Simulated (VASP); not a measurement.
# Zn (P6_3/mmc) in VASP: notebook

The runs below take Zn through single point, with PBE.

Program: VASP 6.6.1. These are calculated values, not measurements. Logs are shortened: lines on timing, memory, paths and dates and some standing lists are left out, and cuts for length are marked.

## 1. The cell of the first run

The structure is hexagonal, space group P6_3/mmc (No. 194). The conventional cell has a = 2.545 Å, b = 2.545 Å, c = 4.755 Å, α = 90.00°, β = 90.00°, γ = 120.00°. Zn (site symmetry -6m2) has 12 Zn at 2.54 to 2.80 Å within 3.4 Å.

## 2. Single point, PBE (volume scaled by 0.88)

INCAR

```
SYSTEM = Zn
PREC = Accurate
ENCUT = 520
EDIFF = 1E-7
ISMEAR = -1
SIGMA = 0.1
LREAL = .False.
LASPH = .True.
NELM = 80
ALGO = Normal
ISIF = 2
LWAVE = .False.
LCHARG = .False.
GGA = PE
NBANDS = 19
```

KPOINTS

```
Automatic mesh
0
Gamma
  22 22 11
  0 0 0
```

POSCAR

```
Zn
1.0
    2.5448545108      0.0000000000      0.0000000000
   -1.2724272554      2.2039086553      0.0000000000
    0.0000000000      0.0000000000      4.7554469072
Zn
2
Direct
    0.3333333333      0.6666666667      0.2500000000
    0.6666666667      0.3333333333      0.7500000000
```

Potentials or basis: VASP PAW PBE potentials, release 64 (Zn).

Run with:

```bash
$ cat potpaw_PBE.64/Zn/POTCAR > POTCAR
$ mpirun -np 1 vasp_std > vasp.out
```

OUTCAR:

```text
SYSTEM = Zn
   PREC = Accurate
   ENCUT = 520
   EDIFF = 1E-7
   ISMEAR = -1
   LREAL = .False.
   LASPH = .True.
   NELM = 80
   ISIF = 2
   GGA = PE

 ion  position               nearest neighbor table
   1  0.333  0.667  0.250-   2 2.80   2 2.80   2 2.80   2 2.80   2 2.80   2 2.80
   2  0.667  0.333  0.750-   1 2.80   1 2.80   1 2.80   1 2.80   1 2.80   1 2.80

  LATTYP: Found a hexagonal cell.
 ALAT       =     2.5448545108
 C/A-ratio  =     1.8686517783

  Lattice vectors:

 A1 = (   2.5448545108,   0.0000000000,   0.0000000000)
 A2 = (  -1.2724272554,   2.2039086553,   0.0000000000)
 A3 = (   0.0000000000,   0.0000000000,   4.7554469072)

Analysis of symmetry for initial positions (statically):
=====================================================================
 Subroutine PRICEL returns:
 Original cell was already a primitive cell.

 Routine SETGRP: Setting up the symmetry group for a
 hexagonal supercell.

 Subroutine GETGRP returns: Found 24 space group operations
 (whereof 12 operations were pure point group operations)
 out of a pool of 24 trial point group operations.

The static configuration has the point symmetry D_3d.
 The point group associated with its full space group is D_6h.

Analysis of symmetry for dynamics (positions and initial velocities):
=====================================================================
 Subroutine PRICEL returns:
 Original cell was already a primitive cell.

 Routine SETGRP: Setting up the symmetry group for a
 hexagonal supercell.

 Subroutine GETGRP returns: Found 24 space group operations
 (whereof 12 operations were pure point group operations)
 out of a pool of 24 trial point group operations.

The dynamic configuration has the point symmetry D_3d.
 The point group associated with its full space group is D_6h.

 Subroutine INISYM returns: Found 24 space group operations
 (whereof 12 operations are pure point group operations),
 and found     1 'primitive' translations

----------------------------------------------------------------------------------------

                                     Primitive cell

  volume of cell :      26.6715

  direct lattice vectors                    reciprocal lattice vectors
     2.544854511  0.000000000  0.000000000     0.392949772  0.226869657  0.000000000
    -1.272427255  2.203908655  0.000000000     0.000000000  0.453739313  0.000000000
     0.000000000  0.000000000  4.755446907     0.000000000  0.000000000  0.210285178

  length of vectors
     2.544854511  2.544854511  4.755446907     0.453739313  0.453739313  0.210285178

  position of ions in fractional coordinates (direct lattice)
     0.333333333  0.666666667  0.250000000
     0.666666667  0.333333333  0.750000000

  ion indices of the primitive-cell ions
   primitive index   ion index
                 1           1
                 2           2

----------------------------------------------------------------------------------------

 KPOINTS: Automatic mesh

Automatic generation of k-mesh.
 Grid dimensions read from file:
 generate k-points for:   22   22   11

 Generating k-lattice:

  Cartesian coordinates                     Fractional coordinates (reciprocal lattice)
     0.017861353  0.010312257  0.000000000     0.045454545  0.000000000  0.000000000
     0.000000000  0.020624514  0.000000000     0.000000000  0.045454545  0.000000000
     0.000000000  0.000000000  0.019116834     0.000000000  0.000000000  0.090909091

  Length of vectors
     0.020624514  0.020624514  0.019116834

  Shift w.r.t. Gamma in fractional coordinates (k-lattice)
     0.000000000  0.000000000  0.000000000

 Subroutine IBZKPT returns following result:
 ===========================================

 Found    312 irreducible k-points:

 Following reciprocal coordinates:
            Coordinates               Weight
  0.000000  0.000000  0.000000      1.000000
  0.045455  0.000000  0.000000      6.000000
  0.090909  0.000000  0.000000      6.000000
  0.136364  0.000000  0.000000      6.000000
  0.181818 -0.000000  0.000000      6.000000
  0.227273  0.000000  0.000000      6.000000
[... 16 lines left out ...]
  0.090909  0.090909  0.000000      6.000000
  0.136364  0.090909  0.000000     12.000000
 [... further k-points ...]
   k-points           NKPTS =    312   k-points in BZ     NKDIM =    312   number of bands    NBANDS=     19
   number of dos      NEDOS =    301   number of ions     NIONS =      2
   total plane-waves  NPLWV =  14400
   dimension x,y,z NGX =    20 NGY =   20 NGZ =   36
   dimension x,y,z NGXF=    40 NGYF=   40 NGZF=   72
   ions per type =               2
   NGX,Y,Z   is equivalent  to a cutoff of  13.07, 13.07, 12.59 a.u.
   NGXF,Y,Z  is equivalent  to a cutoff of  26.13, 26.13, 25.17 a.u.
 SYSTEM =  Zn
   PREC   = accura    normal or accurate (medium, high low for compatibility)
   ISTART =      0    job   : 0-new  1-cont  2-samecut
   ICHARG =      2    charge: 1-file 2-atom 10-const
   ISPIN  =      1    spin polarized calculation?
   LNONCOLLINEAR =      F non collinear calculations
   LSORBIT =      F    spin-orbit coupling
   LASPH  =      T    aspherical Exc in radial PAW
   ENCUT  =  520.0 eV  38.22 Ry    6.18 a.u.   4.73  4.73  8.84*2*pi/ulx,y,z
   NELM   =     80;   NELMIN=  2; NELMDL= -5     # of ELM steps
   EDIFF  = 0.1E-06   stopping-criterion for ELM
   LREAL  =      F    real-space projection
   EDIFFG = 0.1E-05   stopping-criterion for IOM
   NSW    =      0    number of steps for IOM
   IBRION =     -1    ionic relax: 0-MD 1-quasi-New 2-CG
   NFREE  =      0    steps in history (QN), initial steepest desc. (CG)
   ISIF   =      2    stress and relaxation
   ISYM   =      2    0-nonsym 1-usesym 2-fastsym
   POTIM  = 0.5000    time-step for ionic-motion
   TEBEG  =    0.0;   TEEND  =   0.0 temperature during run
   PSTRESS=    0.0 pullay stress
   NELECT =      24.0000    total number of electrons
   NUPDOWN=      -1.0000    fix difference up-down
   EMIN   =  10.00;   EMAX   =-10.00  energy-range for DOS
   EFERMI =   0.00;   METHOD = LEGACY
   ISMEAR =    -1;   SIGMA  =   0.10  broadening in eV -4-tet -1-fermi 0-gaus
   EFERMI_NEDOS =   21; number of points for ismear=-14 and -15
   IALGO  =     38    algorithm
   IMIX   =      4    mixing-type and parameters
     AMIX     =   0.40;   BMIX     =  1.00
     AMIX_MAG =   1.60;   BMIX_MAG =  1.00
  volume/ion in A,a.u.               =      13.34        89.99
  Fermi-wavevector in a.u.,A,eV,Ry     =   1.580505  2.986722 33.987311  2.497997
  Thomas-Fermi vector in A             =   2.680723
   LORBIT       =      0    0 simple, 1 ext, 2 COOP (PROOUT), +10 PAW based schemes
   GGA     = PE    functional components
   LHFCALC =     F    Hartree Fock is set to
   AEXX    =    0.0000 exact exchange contribution
   IVDW    =     0    specifies the selected vdW correction
   LEPSILON=     F    determine dielectric tensor
   LRPA    =     F    only Hartree local field effects (RPA)
 non-spin polarized calculation
  energy-cutoff  :      520.00
  volume of cell :       26.67
 maximum number of plane-waves:       738
 NGX is ok and might be reduce to    20
   NGX =  9   NGY =  9   NGZ = 17

 number of electron      24.0000000 magnetization

 Free energy of the ion-electron system (eV)
  ---------------------------------------------------
  ext. energy  EPLUGINS =         0.00000000
  ---------------------------------------------------
  free energy    TOTEN  =        -2.07704251 eV

  energy without entropy =       -2.06374430  energy(sigma->0) =       -2.07039340

 E-fermi :   4.0490     XC(G=0): -12.2546

 val. band max:        4.0253839309   @ k =   0.3182   0.0909   0.0000
 cond. band min:       4.0581168554   @ k =   0.2727   0.2727   0.2727
 fundamental gap:      0.0327329245
 Fermi energy:         4.0490089424

 k-point     1 :       0.0000    0.0000    0.0000
  band No.  band energies     occupation
      1      -7.3920      2.00000
      2      -5.1760      2.00000
      3      -4.2582      2.00000
      4      -3.9540      2.00000
      5      -3.9540      2.00000
      6      -3.8907      2.00000
[... 11 lines left out ...]
     18      24.5404      0.00000
     19      25.1197      0.00000

 k-point     2 :       0.0455    0.0000    0.0000
  band No.  band energies     occupation
      1      -7.3243      2.00000
      2      -5.1421      2.00000
      3      -4.2495      2.00000
      4      -3.9627      2.00000
      5      -3.9357      2.00000
      6      -3.9000      2.00000
[... 11 lines left out ...]
     18      23.8823      0.00000
     19      25.9749      0.00000

 k-point     3 :       0.0909    0.0000    0.0000
  band No.  band energies     occupation
      1      -7.1230      2.00000
      2      -5.0459      2.00000
      3      -4.2271      2.00000
      4      -3.9848      2.00000
      5      -3.9231      2.00000
      6      -3.8819      2.00000
[... 11 lines left out ...]
     18      23.2500      0.00000
     19      25.9536      0.00000

 k-point     4 :       0.1364    0.0000    0.0000
  band No.  band energies     occupation
      1      -6.7938      2.00000
      2      -4.9056      2.00000
      3      -4.2037      2.00000
      4      -4.0137      2.00000
      5      -3.9363      2.00000
      6      -3.7961      2.00000
[... 11 lines left out ...]
     18      22.4267      0.00000
     19      23.9787      0.00000

 k-point     5 :       0.1818   -0.0000    0.0000
  band No.  band energies     occupation
      1      -6.3509      2.00000
      2      -4.7584      2.00000
      3      -4.1871      2.00000
      4      -4.0506      2.00000
      5      -3.8904      2.00000
      6      -3.8814      2.00000
[... 11 lines left out ...]
     18      21.6948      0.00000
     19      21.9095      0.00000

 k-point     6 :       0.2273    0.0000    0.0000
  band No.  band energies     occupation
      1      -5.8291      2.00000
      2      -4.6654      2.00000
      3      -4.1427      2.00000
      4      -4.0712      2.00000
      5      -4.0702      2.00000
      6      -3.7648      2.00000
[... 11 lines left out ...]
     18      21.1208      0.00000
     19      21.2097      0.00000

 k-point     7 :       0.2727    0.0000    0.0000
  band No.  band energies     occupation
      1      -5.3206      2.00000
      2      -4.6603      2.00000
      3      -4.2376      2.00000
      4      -4.0841      2.00000
      5      -3.9789      2.00000
      6      -3.7516      2.00000
[... 11 lines left out ...]
     18      20.7876      0.00000
     19      21.7695      0.00000

 k-point     8 :       0.3182    0.0000    0.0000
  band No.  band energies     occupation
      1      -4.9917      2.00000
      2      -4.7047      2.00000
      3      -4.3745      2.00000
      4      -4.0037      2.00000
      5      -3.8289      2.00000
      6      -3.7908      2.00000
[... 256 lines left out ...]
 k-point    20 :       0.3636    0.0455    0.0000
  band No.  band energies     occupation
      1      -4.8489      2.00000
      2      -4.7523      2.00000
      3      -4.5163      2.00000
      4      -3.9276      2.00000
      5      -3.8687      2.00000
      6      -3.7326      2.00000
[... 11 lines left out ...]
     18      20.9332      0.00000
     19      21.1183      0.00000

 k-point    21 :       0.4091    0.0455    0.0000
  band No.  band energies     occupation
      1      -4.8687      2.00000
      2      -4.7778      2.00000
      3      -4.5737      2.00000
      4      -3.9671      2.00000
      5      -3.8084      2.00000
      6      -3.7566      2.00000
[... 11 lines left out ...]
     18      20.7478      0.00000
     19      20.8010      0.00000

 k-point    22 :       0.4545    0.0455    0.0000
  band No.  band energies     occupation
      1      -4.8865      2.00000
      2      -4.7913      2.00000
      3      -4.6021      2.00000
      4      -3.9878      2.00000
      5      -3.7772      2.00000
      6      -3.7689      2.00000
[... 11 lines left out ...]
     18      20.6065      0.00000
     19      20.6878      0.00000

 k-point    23 :       0.0909    0.0909    0.0000
  band No.  band energies     occupation
      1      -6.5996      2.00000
      2      -4.8255      2.00000
      3      -4.2020      2.00000
      4      -4.0095      2.00000
      5      -3.9882      2.00000
      6      -3.7554      2.00000
[... 11 lines left out ...]
     18      23.4585      0.00000
     19      23.9731      0.00000

 k-point    24 :       0.1364    0.0909    0.0000
  band No.  band energies     occupation
      1      -6.1631      2.00000
      2      -4.6793      2.00000
      3      -4.2151      2.00000
      4      -4.0423      2.00000
      5      -3.9632      2.00000
      6      -3.9311      2.00000
[... 11 lines left out ...]
     18      22.0661      0.00000
     19      22.2710      0.00000

 [... further k-points ...]
[... 5 lines left out ...]
  --------------------------------------------------------------------------------------
  -------------------------------------------------------------------------------------
  Total        2.6597350      2.6597350      1.6789441     -0.0000000      0.0000000      0.0000000
  in kB      159.7721456    159.7721456    100.8553506     -0.0000000      0.0000000      0.0000000
  external PRESSURE =     140.1332139 kB  Pullay stress =       0.0000000 kB

 VOLUME and BASIS-vectors are now :
 -----------------------------------------------------------------------------
  energy-cutoff  :      520.00
  volume of cell :       26.67
      direct lattice vectors                 reciprocal lattice vectors
     2.544854511  0.000000000  0.000000000     0.392949772  0.226869657  0.000000000
    -1.272427255  2.203908655  0.000000000     0.000000000  0.453739313  0.000000000
     0.000000000  0.000000000  4.755446907     0.000000000  0.000000000  0.210285178

 POSITION                                       TOTAL-FORCE (eV/Angst)
 -----------------------------------------------------------------------------------
     -0.00000      1.46927      1.18886         0.000000     -0.000000      0.000000
      1.27243      0.73464      3.56659        -0.000000      0.000000      0.000000
 -----------------------------------------------------------------------------------
    total drift:                               -0.000000      0.000000      0.000000

  FREE ENERGIE OF THE ION-ELECTRON SYSTEM (eV)
  ---------------------------------------------------
  free  energy   TOTEN  =        -2.0770425068 eV

  energy  without entropy=       -2.0637442971  energy(sigma->0) =       -2.07039340
```

Run time: 61 s. Hardware: 1 thread of Intel Xeon 6975P-C (Granite Rapids), shared host; peak memory 0.24 GiB.

What came out:

* Free energy: -2.0770 eV
* Pressure: 14.0 GPa
* Band gap on the k mesh: zero (band 12 reaches 5.92 eV, above the bottom of band 13 at 1.11 eV)

## 3. Single point, PBE (volume scaled by 0.92)

INCAR

```
SYSTEM = Zn
PREC     = Accurate       ! precision mode
ENCUT    = 520            ! plane-wave cutoff, eV
EDIFF    = 1E-7           ! SCF threshold, eV
ISMEAR   = -1             ! smearing method
SIGMA    = 0.1            ! smearing width, eV
LREAL    = .False.        ! projectors in reciprocal space
LASPH    = .True.         ! aspherical terms in the spheres
NELM     = 80             ! most SCF steps
ALGO     = Normal         ! electronic algorithm
ISIF     = 2              ! what is computed and relaxed
LWAVE    = .False.        ! write WAVECAR
LCHARG   = .False.        ! write CHGCAR
GGA      = PE             ! functional
NBANDS   = 19             ! bands
```

KPOINTS is that of step 2.

POSCAR

```
Zn
1.0
    2.5828430146      0.0000000000      0.0000000000
   -1.2914215073      2.2368076647      0.0000000000
    0.0000000000      0.0000000000      4.8264341924
Zn
2
Direct
    0.3333333333      0.6666666667      0.2500000000
    0.6666666667      0.3333333333      0.7500000000
```

Potentials or basis: VASP PAW PBE potentials, release 64 (Zn).

Run with:

```bash
$ cat potpaw_PBE.64/Zn/POTCAR > POTCAR
$ mpirun -np 1 vasp_std > vasp.out
```

Wall time 59 s (1 thread of Intel Xeon 6975P-C (Granite Rapids), shared host); peak memory 0.24 GiB.

The run converged. Its results:

```yaml
Free_energy: -2.1607 eV
Pressure: 8.3 GPa
Band_gap_on_the_k_mesh: zero (band 12 reaches 5.54 eV, above the bottom of band 13 at 0.71 eV)
```

Stress tensor (GPa, compression positive):
```
9.48 0.00 0.00
0.00 9.48 0.00
0.00 0.00 6.08
```

Levels at points of the mesh, in eV from the Fermi level:
| k point | band 8 | band 9 | band 10 | band 11 | band 12 | band 13 | band 14 | band 15 | band 16 | band 17 |
| --- | --- | --- | --- | --- | --- | --- | --- | --- | --- | --- |
| (0.00, 0.00, 0.00) | -7.42 | -7.42 | -7.19 | -7.19 | -4.07 | -2.99 | 14.25 | 18.05 | 18.81 | 18.81 |
| (0.50, 0.00, 0.00) | -7.20 | -6.97 | -6.95 | -3.04 | -2.13 | 2.87 | 3.69 | 4.67 | 5.96 | 10.86 |

## 4. Single point, PBE (volume scaled by 0.96)

INCAR

```
PREC = Accurate ; ENCUT = 520
EDIFF = 1E-6 ; ISMEAR = -1
SIGMA = 0.1 ; LREAL = F
LASPH = T ; NELM = 60
ALGO = Normal ; ISIF = 2
LWAVE = F ; LCHARG = T
GGA = PE ; LELF = T
LVHAR = T ; NBANDS = 19
```

KPOINTS

```
regular mesh
0
Gamma
  22 22 11
```

POSCAR

```
Zn
1.0
    2.6197457577      0.0000000000      0.0000000000
   -1.3098728789      2.2687663777      0.0000000000
    0.0000000000      0.0000000000      4.8953925689
Zn
2
Direct
    0.3333333333      0.6666666667      0.2500000000
    0.6666666667      0.3333333333      0.7500000000
```

Run with:

```bash
$ cat potpaw_PBE.64/Zn/POTCAR > POTCAR
$ mpirun -np 1 vasp_std > vasp.out
```

Run time: 53 s. Hardware: 1 thread of Intel Xeon 6975P-C (Granite Rapids), shared host; peak memory 0.24 GiB.

The run converged. Its results:

```
Free energy            : -2.2063 eV
Pressure               : 3.9 GPa
Band gap on the k mesh : zero (band 12 reaches 5.19 eV, above the bottom of band 13 at 0.35 eV)
```

Stress tensor (GPa, compression positive):
```
4.39 0.00 0.00
0.00 4.39 0.00
0.00 0.00 2.95
```

Levels at points of the mesh, in eV from the Fermi level:
```tsv
k point	band 10	band 11	band 12	band 13	band 14	band 15
(0.00, 0.00, 0.00)	-7.13	-7.13	-3.85	-3.04	13.84	17.58
(0.50, 0.00, 0.00)	-6.91	-2.92	-2.12	2.74	3.63	4.37
```

(Continued in part 2 of 2.)
